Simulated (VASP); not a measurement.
Here is a VASP 6.6.1 calculation.

The input POSCAR:

```
O
1.0
    1.7912347709      0.0000000000      0.0000000000
    0.0000000000      1.7912347709      0.0000000000
    0.0000000000      0.0000000000      3.0799505050
O
1
Direct
    0.0000000000      0.0000000000      0.0000000000
```

Contents of INCAR.step1:

```
ALGO     = Normal         # electronic algorithm
EDIFF    = 1E-4           # SCF threshold, eV
ENCUT    = 520            # plane-wave cutoff, eV
GGA      = PE             # functional
ISMEAR   = 1              # smearing method
LASPH    = True           # aspherical terms in the spheres
LCHARG   = False          # write CHGCAR
LREAL    = False          # projectors in reciprocal space
LWAVE    = True           # write WAVECAR
NBANDS   = 9              # bands
NELM     = 100            # most SCF steps
PREC     = Accurate       # precision mode
SIGMA    = 0.02           # smearing width, eV
```

INCAR.step2

```
ALGO     = Normal         # electronic algorithm
EDIFF    = 1E-7           # SCF threshold, eV
ENCUT    = 520            # plane-wave cutoff, eV
ISIF     = 2              # what is computed and relaxed
ISMEAR   = 1              # smearing method
ISTART   = 1            
IVDW     = 12             # dispersion correction
LASPH    = True           # aspherical terms in the spheres
LCHARG   = True           # write CHGCAR
LELF     = True           # ELF
LMIXTAU  = True         
LREAL    = False          # projectors in reciprocal space
LVHAR    = True         
LWAVE    = False          # write WAVECAR
METAGGA  = R2SCAN         # meta-GGA
NBANDS   = 9              # bands
NELM     = 100            # most SCF steps
PREC     = Accurate       # precision mode
SIGMA    = 0.02           # smearing width, eV
VDW_A1   = 0.49484001   
VDW_A2   = 5.73083694   
VDW_S6   = 1.0          
VDW_S8   = 0.78981345
```

KPOINTS

```
k-points
0
Gamma
  16 16 9
```

Potentials or basis: VASP PAW PBE potentials, release 64 (O).

Command:

```console
$ cat potpaw_PBE.64/O/POTCAR > POTCAR
$ cp INCAR.step1 INCAR
$ mpirun -np 1 vasp_std > vasp.out
$ cp INCAR.step2 INCAR
$ mpirun -np 1 vasp_std > vasp.out
```

Problem. What does it give for the band gap on the k mesh?

Solution. Zero (band 3 reaches 3.92 eV, above the bottom of band 4 at -1.52 eV).

Problem. Estimate the dispersion energy per atom.

Solution. -0.040 eV.

Stress tensor (GPa, compression positive):
```
-5.37  0.00  0.00
 0.00 -5.37  0.00
 0.00  0.00 -0.81
```

Caveat: three body term missing; the PAW data sets were made with another functional, which shifts forces and pressure a little; pairwise dispersion overbinds metals, which lowers pressure and volume.
